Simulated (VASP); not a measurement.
# SiO3 (ReO3 type) (Pm-3m) in VASP: notebook

Runs on SiO3 (ReO3 type). Level: PBE. Tasks: single point.

Program: VASP 6.6.1. These are calculated values, not measurements. Logs are shortened: lines on timing, memory, paths and dates and some standing lists are left out, and cuts for length are marked.

## 1. The cell of the first run

The structure is cubic, space group Pm-3m (No. 221). The conventional cell has a = 3.493 Å, b = 3.493 Å, c = 3.493 Å, α = 90.00°, β = 90.00°, γ = 90.00°. Si (site symmetry m-3m) has 6 O at 1.75 Å within 2.3 Å. Within 2.3 Å of O (site symmetry 4/mmm) lie 2 Si at 1.75 Å.

## 2. Single point, PBE

File INCAR:

```
SYSTEM = SiO3
ALGO = Normal ; EDIFF = 1E-6
ENCUT = 600 ; GGA = PE
GGA_COMPAT = .False. ; ISIF = 2
ISMEAR = -1 ; LASPH = .True.
LCHARG = .True. ; LELF = .True.
LREAL = .False. ; LVHAR = .True.
LWAVE = .False. ; NBANDS = 19
NELM = 120 ; PREC = Accurate
SIGMA = 0.06122561905347299
```

File KPOINTS:

```
k-points
0
Gamma
  31 31 31
  0 0 0
```

File POSCAR:

```
SiO3
1.0
    3.4928435157      0.0000000000      0.0000000000
    0.0000000000      3.4928435157      0.0000000000
    0.0000000000      0.0000000000      3.4928435157
Si O
1 3
Direct
    0.0000000000      0.0000000000      0.0000000000
    0.5000000000      0.0000000000      0.0000000000
    0.0000000000      0.5000000000      0.0000000000
    0.0000000000      0.0000000000      0.5000000000
```

Potentials or basis: VASP PAW PBE potentials, release 64 (Si, O).

Started as:

```bash
> cat potpaw_PBE.64/Si/POTCAR potpaw_PBE.64/O/POTCAR > POTCAR
> mpirun -np 1 vasp_std > vasp.out
```

OUTCAR:

```text
SYSTEM = SiO3
   EDIFF = 1E-6
   ENCUT = 600
   GGA = PE
   ISIF = 2
   ISMEAR = -1
   LASPH = .True.
   LREAL = .False.
   NELM = 120
   PREC = Accurate

 ion  position               nearest neighbor table
   1  0.000  0.000  0.000-   2 1.75   3 1.75   4 1.75   4 1.75   3 1.75   2 1.75
   2  0.500  0.000  0.000-   1 1.75   1 1.75
   3  0.000  0.500  0.000-   1 1.75   1 1.75
   4  0.000  0.000  0.500-   1 1.75   1 1.75

  LATTYP: Found a simple cubic cell.
 ALAT       =     3.4928435157

  Lattice vectors:

 A1 = (   3.4928435157,   0.0000000000,   0.0000000000)
 A2 = (   0.0000000000,   3.4928435157,   0.0000000000)
 A3 = (   0.0000000000,   0.0000000000,   3.4928435157)

Analysis of symmetry for initial positions (statically):
=====================================================================
 Subroutine PRICEL returns:
 Original cell was already a primitive cell.

 Routine SETGRP: Setting up the symmetry group for a
 simple cubic supercell.

 Subroutine GETGRP returns: Found 48 space group operations
 (whereof 48 operations were pure point group operations)
 out of a pool of 48 trial point group operations.

The static configuration has the point symmetry O_h .

Analysis of symmetry for dynamics (positions and initial velocities):
=====================================================================
 Subroutine PRICEL returns:
 Original cell was already a primitive cell.

 Routine SETGRP: Setting up the symmetry group for a
 simple cubic supercell.

 Subroutine GETGRP returns: Found 48 space group operations
 (whereof 48 operations were pure point group operations)
 out of a pool of 48 trial point group operations.

The dynamic configuration has the point symmetry O_h .

 Subroutine INISYM returns: Found 48 space group operations
 (whereof 48 operations are pure point group operations),
 and found     1 'primitive' translations

----------------------------------------------------------------------------------------

                                     Primitive cell

  volume of cell :      42.6125

  direct lattice vectors                    reciprocal lattice vectors
     3.492843516  0.000000000  0.000000000     0.286299685  0.000000000  0.000000000
     0.000000000  3.492843516  0.000000000     0.000000000  0.286299685  0.000000000
     0.000000000  0.000000000  3.492843516     0.000000000  0.000000000  0.286299685

  length of vectors
     3.492843516  3.492843516  3.492843516     0.286299685  0.286299685  0.286299685
[... 85 lines left out ...]
   EDIFF  = 0.1E-05   stopping-criterion for ELM
   LREAL  =      F    real-space projection
   EDIFFG = 0.1E-04   stopping-criterion for IOM
   NSW    =      0    number of steps for IOM
   IBRION =     -1    ionic relax: 0-MD 1-quasi-New 2-CG
   NFREE  =      0    steps in history (QN), initial steepest desc. (CG)
   ISIF   =      2    stress and relaxation
   ISYM   =      2    0-nonsym 1-usesym 2-fastsym
   POTIM  = 0.5000    time-step for ionic-motion
   TEBEG  =    0.0;   TEEND  =   0.0 temperature during run
   PSTRESS=    0.0 pullay stress
   NELECT =      22.0000    total number of electrons
   NUPDOWN=      -1.0000    fix difference up-down
   EMIN   =  10.00;   EMAX   =-10.00  energy-range for DOS
   EFERMI =   0.00;   METHOD = LEGACY
   ISMEAR =    -1;   SIGMA  =   0.06  broadening in eV -4-tet -1-fermi 0-gaus
   EFERMI_NEDOS =   21; number of points for ismear=-14 and -15
   IALGO  =     38    algorithm
   IMIX   =      4    mixing-type and parameters
     AMIX     =   0.40;   BMIX     =  1.00
     AMIX_MAG =   1.60;   BMIX_MAG =  1.00
  volume/ion in A,a.u.               =      10.65        71.89
  Fermi-wavevector in a.u.,A,eV,Ry     =   1.313318  2.481811 23.467389  1.724804
  Thomas-Fermi vector in A             =   2.443649
   LORBIT       =      0    0 simple, 1 ext, 2 COOP (PROOUT), +10 PAW based schemes
   GGA     = PE    functional components
   LHFCALC =     F    Hartree Fock is set to
   AEXX    =    0.0000 exact exchange contribution
   IVDW    =     0    specifies the selected vdW correction
   LEPSILON=     F    determine dielectric tensor
   LRPA    =     F    only Hartree local field effects (RPA)
 non-spin polarized calculation
  energy-cutoff  :      600.00
  volume of cell :       42.61
 maximum number of plane-waves:      1438
 NGX is ok and might be reduce to    28
   NGX = 13   NGY = 13   NGZ = 13

 number of electron      21.9999997 magnetization

 Free energy of the ion-electron system (eV)
  ---------------------------------------------------
  ext. energy  EPLUGINS =         0.00000000
  ---------------------------------------------------
  free energy    TOTEN  =       -25.90582647 eV

  energy without entropy =      -25.86797217  energy(sigma->0) =      -25.88689932

 E-fermi :   1.9010     XC(G=0): -10.0574

 val. band max:        1.9009652069   @ k =   0.4194   0.1935   0.1290
 cond. band min:       1.9011683042   @ k =   0.4516   0.3548   0.2258
 fundamental gap:      0.0002030972
 Fermi energy:         1.9010075873

 k-point     1 :       0.0000    0.0000    0.0000
  band No.  band energies     occupation
      1     -18.2281      2.00000
      2     -14.4505      2.00000
      3     -14.4505      2.00000
      4      -4.7578      2.00000
      5      -4.7578      2.00000
      6      -4.7578      2.00000
[... 505 lines left out ...]
      6      -4.1930      2.00000
[... 11 lines left out ...]
     18      17.4122      0.00000
     19      19.2779      0.00000

 [... further k-points ...]

------------------------ aborting loop because EDIFF is reached ----------------------------------------

  FORCE on cell =-STRESS in cart. coord.  units (eV):
  Direction    XX          YY          ZZ          XY          YZ          ZX
  --------------------------------------------------------------------------------------
  -------------------------------------------------------------------------------------
  Total       -1.0887571     -1.0887571     -1.0887571     -0.0000000      0.0000000      0.0000000
  in kB      -40.9358853    -40.9358853    -40.9358853     -0.0000000      0.0000000      0.0000000
  external PRESSURE =     -40.9358853 kB  Pullay stress =       0.0000000 kB

 VOLUME and BASIS-vectors are now :
 -----------------------------------------------------------------------------
  energy-cutoff  :      600.00
  volume of cell :       42.61
      direct lattice vectors                 reciprocal lattice vectors
     3.492843516  0.000000000  0.000000000     0.286299685  0.000000000  0.000000000
     0.000000000  3.492843516  0.000000000     0.000000000  0.286299685  0.000000000
     0.000000000  0.000000000  3.492843516     0.000000000  0.000000000  0.286299685

 POSITION                                       TOTAL-FORCE (eV/Angst)
 -----------------------------------------------------------------------------------
      0.00000      0.00000      0.00000         0.000000      0.000000      0.000000
      1.74642      0.00000      0.00000         0.000000      0.000000      0.000000
      0.00000      1.74642      0.00000         0.000000      0.000000      0.000000
      0.00000      0.00000      1.74642         0.000000      0.000000      0.000000
 -----------------------------------------------------------------------------------
    total drift:                                0.000000      0.000000     -0.000000

  FREE ENERGIE OF THE ION-ELECTRON SYSTEM (eV)
  ---------------------------------------------------
  free  energy   TOTEN  =       -25.9058264713 eV

  energy  without entropy=      -25.8679721700  energy(sigma->0) =      -25.88689932
```

OSZICAR:

```text
N       E                     dE             d eps       ncg     rms          rms(c)
DAV:   1     0.104731582972E+03    0.10473E+03   -0.13261E+04 31256   0.120E+03
DAV:   2    -0.220218100399E+02   -0.12675E+03   -0.12386E+03 37376   0.266E+02
DAV:   3    -0.273477569041E+02   -0.53259E+01   -0.52306E+01 41682   0.512E+01
DAV:   4    -0.273828884781E+02   -0.35132E-01   -0.35119E-01 42411   0.457E+00
DAV:   5    -0.273831442597E+02   -0.25578E-03   -0.25577E-03 39823   0.362E-01    0.113E+01
DAV:   6    -0.259288492697E+02    0.14543E+01   -0.34607E+00 36195   0.136E+01    0.555E+00
DAV:   7    -0.259014606024E+02    0.27389E-01   -0.26464E-01 41231   0.353E+00    0.187E+00
DAV:   8    -0.259036664704E+02   -0.22059E-02   -0.10934E-02 35627   0.972E-01    0.517E-01
DAV:   9    -0.259055445520E+02   -0.18781E-02   -0.35378E-03 35304   0.506E-01    0.235E-01
DAV:  10    -0.259058217087E+02   -0.27716E-03   -0.19357E-04 34767   0.954E-02    0.356E-02
DAV:  11    -0.259058233430E+02   -0.16343E-05   -0.21419E-05 40578   0.355E-02    0.219E-02
DAV:  12    -0.259058263981E+02   -0.30551E-05   -0.26295E-06 34731   0.115E-02    0.122E-03
DAV:  13    -0.259058264713E+02   -0.73266E-07   -0.46817E-08 34369   0.182E-03
   1 F= -.25905826E+02 E0= -.25886899E+02  d E =-.378543E-01
```

stdout:

```text
POSCAR found type information on POSCAR SiO
 POSCAR found :  2 types and       4 ions
 scaLAPACK will be used
 LDA part: xc-table for (Slater+PW92), standard interpolation
 POSCAR, INCAR and KPOINTS ok, starting setup
 FFT: planning ... GRIDC
 FFT: planning ... GRID_SOFT
 FFT: planning ... GRID
 WAVECAR not read
 entering main loop
```

It took 5.9 min on 1 thread of Intel Xeon Platinum 8488C (Sapphire Rapids), shared host; peak memory 0.66 GiB.

What came out:

```
Free energy            : -25.9058 eV
Pressure               : -4.1 GPa
Band gap on the k mesh : zero (bands 11 and 12 overlap by 1.39 eV)
```

Caveat: the cell stands under tension.

## 3. Single point, PBE

This run uses another cell than the first one, of 10.44 Å³/atom.

File INCAR:

```
ALGO = Normal
EDIFF = 1E-6
ENCUT = 600
GGA = PE
GGA_COMPAT = F
ISIF = 2
ISMEAR = -1
LASPH = T
LCHARG = F
LREAL = F
LWAVE = F
NBANDS = 19
NELM = 120
PREC = Accurate
SIGMA = 0.06122561905347299
```

File KPOINTS:

```
k-points
0
Gamma
  31 31 31
```

File POSCAR:

```
SiO3
1.0
    3.4698636168      0.0000000000      0.0000000000
    0.0000000000      3.4698636168      0.0000000000
    0.0000000000      0.0000000000      3.4698636168
Si O
1 3
Direct
    0.0000000000      0.0000000000      0.0000000000
    0.5000000000      0.0000000000      0.0000000000
    0.0000000000      0.5000000000      0.0000000000
    0.0000000000      0.0000000000      0.5000000000
```

Potentials or basis: VASP PAW PBE potentials, release 64 (Si, O).

Started as:

```bash
> cat potpaw_PBE.64/Si/POTCAR potpaw_PBE.64/O/POTCAR > POTCAR
> mpirun -np 1 vasp_std > vasp.out
```

Run time: 12 min. Hardware: 1 thread of Intel Xeon Platinum 8259CL at 2.50GHz (Skylake/Cascade Lake), shared host; peak memory 0.66 GiB.

The run converged. Its results:

| Property | Result |
| --- | --- |
| Free energy | -25.9150 eV |
| Pressure | -0.3 GPa |
| Band gap on the k mesh | zero (bands 11 and 12 overlap by 1.43 eV) |

Levels at points of the mesh, in eV from the Fermi level:
```tsv
k point	band 8	band 9	band 10	band 11	band 12	band 13	band 14	band 15
(0.00, 0.00, 0.00)	-0.54	-0.54	-0.34	-0.34	-0.34	6.47	8.96	14.24
```

## 4. Single point, PBE

This run uses another cell than the first one, of 10.86 Å³/atom.

File INCAR:

```
ALGO = Normal
EDIFF = 1E-6
ENCUT = 600
GGA = PE
GGA_COMPAT = False
ISIF = 2
ISMEAR = -1
LASPH = True
LCHARG = True
LELF = True
LREAL = False
LVHAR = True
LWAVE = False
NBANDS = 19
NELM = 120
PREC = Accurate
SIGMA = 0.06122561905347299
```

KPOINTS is that of step 3.

File POSCAR:

```
SiO3
1.0
    3.5155249533      0.0000000000      0.0000000000
    0.0000000000      3.5155249533      0.0000000000
    0.0000000000      0.0000000000      3.5155249533
Si O
1 3
Direct
    0.0000000000      0.0000000000      0.0000000000
    0.5000000000      0.0000000000      0.0000000000
    0.0000000000      0.5000000000      0.0000000000
    0.0000000000      0.0000000000      0.5000000000
```

Potentials or basis: VASP PAW PBE potentials, release 64 (Si, O).

Started as:

```bash
> cat potpaw_PBE.64/Si/POTCAR potpaw_PBE.64/O/POTCAR > POTCAR
> mpirun -np 1 vasp_std > vasp.out
```

OUTCAR:

```text
EDIFF = 1E-6
   ENCUT = 600
   GGA = PE
   ISIF = 2
   ISMEAR = -1
   LASPH = True
   LREAL = False
   NELM = 120
   PREC = Accurate

 ion  position               nearest neighbor table
   1  0.000  0.000  0.000-   2 1.76   3 1.76   4 1.76   4 1.76   3 1.76   2 1.76
   2  0.500  0.000  0.000-   1 1.76   1 1.76
   3  0.000  0.500  0.000-   1 1.76   1 1.76
   4  0.000  0.000  0.500-   1 1.76   1 1.76

  LATTYP: Found a simple cubic cell.
 ALAT       =     3.5155249533

  Lattice vectors:

 A1 = (   3.5155249533,   0.0000000000,   0.0000000000)
 A2 = (   0.0000000000,   3.5155249533,   0.0000000000)
 A3 = (   0.0000000000,   0.0000000000,   3.5155249533)

Analysis of symmetry for initial positions (statically):
=====================================================================
 Subroutine PRICEL returns:
 Original cell was already a primitive cell.

 Routine SETGRP: Setting up the symmetry group for a
 simple cubic supercell.

 Subroutine GETGRP returns: Found 48 space group operations
[... 167 lines left out ...]

 E-fermi :   1.7206     XC(G=0):  -9.9674

 val. band max:        1.7197103215   @ k =   0.3548   0.1935   0.1290
 cond. band min:       1.7225579476   @ k =   0.4839   0.1935   0.1290
 fundamental gap:      0.0028476261
 Fermi energy:         1.7205805464

 k-point     1 :       0.0000    0.0000    0.0000
  band No.  band energies     occupation
      1     -18.2657      2.00000
      2     -14.5986      2.00000
      3     -14.5986      2.00000
      4      -4.8401      2.00000
      5      -4.8401      2.00000
      6      -4.8401      2.00000
[... 505 lines left out ...]
      6      -4.3015      2.00000
[... 11 lines left out ...]
     18      17.0878      0.00000
     19      18.7892      0.00000

 [... further k-points ...]

------------------------ aborting loop because EDIFF is reached ----------------------------------------

  FORCE on cell =-STRESS in cart. coord.  units (eV):
  Direction    XX          YY          ZZ          XY          YZ          ZX
  --------------------------------------------------------------------------------------
  -------------------------------------------------------------------------------------
  Total       -2.0367175     -2.0367175     -2.0367175      0.0000000     -0.0000000     -0.0000000
  in kB      -75.1053398    -75.1053398    -75.1053398      0.0000000     -0.0000000     -0.0000000
  external PRESSURE =     -75.1053398 kB  Pullay stress =       0.0000000 kB

 VOLUME and BASIS-vectors are now :
 -----------------------------------------------------------------------------
  energy-cutoff  :      600.00
  volume of cell :       43.45
      direct lattice vectors                 reciprocal lattice vectors
     3.515524953  0.000000000  0.000000000     0.284452539  0.000000000  0.000000000
     0.000000000  3.515524953  0.000000000     0.000000000  0.284452539  0.000000000
     0.000000000  0.000000000  3.515524953     0.000000000  0.000000000  0.284452539

 POSITION                                       TOTAL-FORCE (eV/Angst)
 -----------------------------------------------------------------------------------
      0.00000      0.00000      0.00000         0.000000      0.000000      0.000000
      1.75776      0.00000      0.00000         0.000000      0.000000      0.000000
      0.00000      1.75776      0.00000         0.000000      0.000000      0.000000
      0.00000      0.00000      1.75776         0.000000      0.000000      0.000000
 -----------------------------------------------------------------------------------
    total drift:                               -0.000000      0.000000     -0.000000

  FREE ENERGIE OF THE ION-ELECTRON SYSTEM (eV)
  ---------------------------------------------------
  free  energy   TOTEN  =       -25.8777925361 eV

  energy  without entropy=      -25.8390037892  energy(sigma->0) =      -25.85839816
```

It took 5.5 min on 1 thread of Intel Xeon Platinum 8488C (Sapphire Rapids), shared host; peak memory 0.68 GiB.

What came out:

- Free energy: -25.8778 eV
- Pressure: -7.5 GPa
- Band gap on the k mesh: zero (bands 11 and 12 overlap by 1.36 eV)

Caveat: the cell stands under tension.

## 5. Overview

```tsv
cell	gap on the mesh (eV)	pressure (GPa)
a = 3.493 Å, 4 atoms	none	-4.1
a = 3.470 Å, 4 atoms	none	-0.3
a = 3.516 Å, 4 atoms	none	-7.5
```

Alike in all rows: task single point; level PBE; potentials or basis VASP PAW PBE potentials, release 64 (Si, O); no spin polarisation; k mesh 31 × 31 × 31; cutoff (eV) 600; smearing fermi-dirac 0.0612256 eV.

Caveats: the cell stands under tension (at least some runs).

Absolute energies hang on the potentials; compare differences alone.
